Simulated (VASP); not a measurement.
# Ag (I4/mmm) in VASP: a series of runs, part 2 of 2

VASP 6.6.1. Earlier steps stand in the parts before.

## 3. Single point, PBE (strain -0.040 along x and y, -0.080 along z)

INCAR

```
PREC = Accurate
ENCUT = 520
EDIFF = 1E-6
ISMEAR = 0
SIGMA = 0.15
LREAL = False
LASPH = True
NELM = 60
ALGO = Normal
ISIF = 2
LWAVE = False
LCHARG = False
GGA = PE
NBANDS = 12
```

KPOINTS

```
regular mesh
0
Gamma
  20 20 20
```

POSCAR

```
Ag
1.0
    0.0000000000      1.9613760000      1.8796520000
    1.9613760000      0.0000000000      1.8796520000
    1.9613760000      1.9613760000      0.0000000000
Ag
1
Direct
    0.0000000000      0.0000000000      0.0000000000
```

Potentials or basis: VASP PAW PBE potentials, release 64 (Ag).

Started as:

```
$ cat potpaw_PBE.64/Ag/POTCAR > POTCAR
$ mpirun -np 1 vasp_std > vasp.out
```

OUTCAR:

```text
PREC = Accurate
   ENCUT = 520
   EDIFF = 1E-6
   ISMEAR = 0
   LREAL = False
   LASPH = True
   NELM = 60
   ISIF = 2
   GGA = PE

 ion  position               nearest neighbor table
   1  0.000  0.000  0.000-

  LATTYP: Found a body centered tetragonal cell.
 ALAT       =     2.7738045401
 C/A-ratio  =     1.3552879973

  Lattice vectors:

 A1 = (   0.0000000000,  -1.9613760000,  -1.8796520000)
 A2 = (   0.0000000000,   1.9613760000,  -1.8796520000)
 A3 = (   1.9613760000,   0.0000000000,   1.8796520000)

[... 530 lines left out ...]
      5       7.4465      2.00000
      6       8.3044      2.00000
      7      18.9463      0.00000
      8      27.0861      0.00000
      9      30.6397      0.00000
     10      31.6798      0.00000
     11      35.4833      0.00000
     12      36.0857      0.00000

 [... further k-points ...]
[... 5 lines left out ...]
  --------------------------------------------------------------------------------------
  -------------------------------------------------------------------------------------
  Total        3.0522261      3.0522261      3.2719975      0.0000000     -0.0000000     -0.0000000
  in kB      338.1412297    338.1412297    362.4886266      0.0000000     -0.0000000     -0.0000000
  external PRESSURE =     346.2570287 kB  Pullay stress =       0.0000000 kB

 VOLUME and BASIS-vectors are now :
 -----------------------------------------------------------------------------
  energy-cutoff  :      520.00
  volume of cell :       14.46
      direct lattice vectors                 reciprocal lattice vectors
     0.000000000  1.961376000  1.879652000    -0.254923074  0.254923074  0.266006686
     1.961376000  0.000000000  1.879652000     0.254923074 -0.254923074  0.266006686
     1.961376000  1.961376000  0.000000000     0.254923074  0.254923074 -0.266006686

 POSITION                                       TOTAL-FORCE (eV/Angst)
 -----------------------------------------------------------------------------------
      0.00000      0.00000      0.00000         0.000000      0.000000     -0.000000
 -----------------------------------------------------------------------------------
    total drift:                                0.000000     -0.000000      0.000000

  FREE ENERGIE OF THE ION-ELECTRON SYSTEM (eV)
  ---------------------------------------------------
  free  energy   TOTEN  =        -2.4285471410 eV

  energy  without entropy=       -2.4260462007  energy(sigma->0) =       -2.42729667
```

OSZICAR:

```text
N       E                     dE             d eps       ncg     rms          rms(c)
DAV:   1     0.532163888904E+02    0.53216E+02   -0.55948E+03 15488   0.849E+02
DAV:   2    -0.189539508273E+01   -0.55112E+02   -0.52277E+02 17996   0.203E+02
DAV:   3    -0.272126015130E+01   -0.82587E+00   -0.82532E+00 18224   0.256E+01
DAV:   4    -0.272359363266E+01   -0.23335E-02   -0.23334E-02 17836   0.144E+00
DAV:   5    -0.272360886308E+01   -0.15230E-04   -0.15229E-04 18352   0.102E-01    0.839E+00
DAV:   6    -0.245218003747E+01    0.27143E+00   -0.86148E-01 17580   0.870E+00    0.504E+00
DAV:   7    -0.243312584648E+01    0.19054E-01   -0.28773E-02 18060   0.159E+00    0.248E+00
DAV:   8    -0.242853954058E+01    0.45863E-02   -0.10157E-03 17612   0.272E-01    0.147E-01
DAV:   9    -0.242854293101E+01   -0.33904E-05   -0.71237E-06 18096   0.237E-02    0.256E-02
DAV:  10    -0.242854776196E+01   -0.48309E-05   -0.31379E-06 17980   0.146E-02    0.786E-03
DAV:  11    -0.242854714100E+01    0.62096E-06   -0.85076E-08  9540   0.252E-03
   1 F= -.24285471E+01 E0= -.24272967E+01  d E =-.250094E-02
```

Wall time 41 s (1 thread of Intel Xeon 6975P-C (Granite Rapids), shared host); peak memory 0.22 GiB.

What came out:

```
Free energy : -2.4285 eV
Pressure    : 34.6 GPa
```

Caveat: the cell differs from its parent crystal (strain -0.040 along x and y, -0.080 along z).

## 4. Single point, PBE (strain -0.040 along x and y, +0.040 along z)

INCAR

```
SYSTEM = Ag
  ALGO = Normal
  EDIFF = 1E-6
  ENCUT = 520
  GGA = PE
  ISIF = 2
  ISMEAR = 0
  LASPH = .TRUE.
  LCHARG = .FALSE.
  LREAL = .FALSE.
  LWAVE = .FALSE.
  NBANDS = 12
  NELM = 60
  PREC = Accurate
  SIGMA = 0.15
```

KPOINTS

```
k-points
0
G
  20 20 20
  0 0 0
```

POSCAR

```
Ag
1.0
    0.0000000000      1.9613760000      2.1248240000
    1.9613760000      0.0000000000      2.1248240000
    1.9613760000      1.9613760000      0.0000000000
Ag
1
Direct
    0.0000000000      0.0000000000      0.0000000000
```

Started as:

```
$ cat potpaw_PBE.64/Ag/POTCAR > POTCAR
$ mpirun -np 1 vasp_std > vasp.out
```

Run time: 38 s. Hardware: 1 thread of Intel Xeon 6975P-C (Granite Rapids), shared host; peak memory 0.24 GiB.

The run converged. Its results:

```
Free energy : -2.6665 eV
Pressure    : 10.3 GPa
```

Stress tensor (GPa, compression positive):
```
11.98  0.00  0.00
 0.00 11.98  0.00
 0.00  0.00  7.07
```

Levels at points of the mesh, in eV from the Fermi level:
| k point | band 4 | band 5 | band 6 | band 7 | band 8 | band 9 |
| --- | --- | --- | --- | --- | --- | --- |
| (0.00, 0.00, 0.00) | -4.81 | -4.22 | -3.63 | 16.16 | 19.09 | 20.30 |
| (0.50, 0.00, 0.00) | -3.15 | -2.94 | -0.55 | 3.83 | 14.86 | 17.87 |
| (0.50, 0.50, 0.00) | -2.86 | -2.86 | 0.63 | 5.72 | 11.83 | 11.83 |
| (0.50, 0.00, 0.50) | -3.04 | -2.59 | 2.01 | 7.72 | 10.34 | 10.47 |

Caveat: the cell differs from its parent crystal (strain -0.040 along x and y, +0.040 along z).

## 5. Single point, PBE (strain +0.000 along x and y, +0.040 along z)

INCAR

```
PREC = Accurate
ENCUT = 520
EDIFF = 1E-6
ISMEAR = 0
SIGMA = 0.15
LREAL = False
LASPH = True
NELM = 80
ALGO = Normal
ISIF = 2
LWAVE = False
LCHARG = True
GGA = PE
LELF = True
LVHAR = True
NBANDS = 12
```

KPOINTS

```
Automatic mesh
0
Gamma
  20 20 20
```

POSCAR

```
Ag
1.0
    0.0000000000      2.0431000000      2.1248240000
    2.0431000000      0.0000000000      2.1248240000
    2.0431000000      2.0431000000      0.0000000000
Ag
1
Direct
    0.0000000000      0.0000000000      0.0000000000
```

Started as:

```
$ cat potpaw_PBE.64/Ag/POTCAR > POTCAR
$ mpirun -np 1 vasp_std > vasp.out
```

Run time: 34 s. Hardware: 1 thread of Intel Xeon 6975P-C (Granite Rapids), shared host; peak memory 0.25 GiB.

The run converged. Its results:

* Free energy: -2.7190 eV
* Pressure: 0.4 GPa

Stress tensor (GPa, compression positive):
```
 0.97  0.00  0.00
 0.00  0.97  0.00
 0.00  0.00 -0.64
```

Levels at points of the mesh, in eV from the Fermi level:
```
           k point  band 4  band 5  band 6  band 7  band 8  band 9
(0.00, 0.00, 0.00)   -4.60   -3.85   -3.60   15.94   18.96   19.41
(0.50, 0.00, 0.00)   -3.03   -2.93   -0.30    3.38   15.01   17.15
(0.50, 0.50, 0.00)   -2.80   -2.80    1.21    5.80   10.91   10.91
(0.50, 0.00, 0.50)   -2.87   -2.69    1.85    6.74   10.22   10.24
```

Caveat: the cell differs from its parent crystal (strain +0.000 along x and y, +0.040 along z).

## 6. The runs side by side

```csv
cell,gap on the mesh (eV),pressure (GPa)
"a = 3.063, b = 3.063, c = 3.121 Å, angles 59.4, 59.4, 61.2°, 1 atom",none,-8.8
"a = 2.717, b = 2.717, c = 2.774 Å, angles 59.3, 59.3, 61.4°, 1 atom",none,34.6
"a = 2.892, b = 2.892, c = 2.774 Å, angles 61.3, 61.3, 57.3°, 1 atom",none,10.3
"a = 2.948, b = 2.948, c = 2.889 Å, angles 60.7, 60.7, 58.7°, 1 atom",none,0.4
```

Alike in all rows: task single point; level PBE; potentials or basis VASP PAW PBE potentials, release 64 (Ag); no spin polarisation; k mesh 20 × 20 × 20; cutoff (eV) 520; smearing gaussian 0.15 eV.

Total energies depend on the potentials used, so only differences within one code and one set of settings carry meaning.
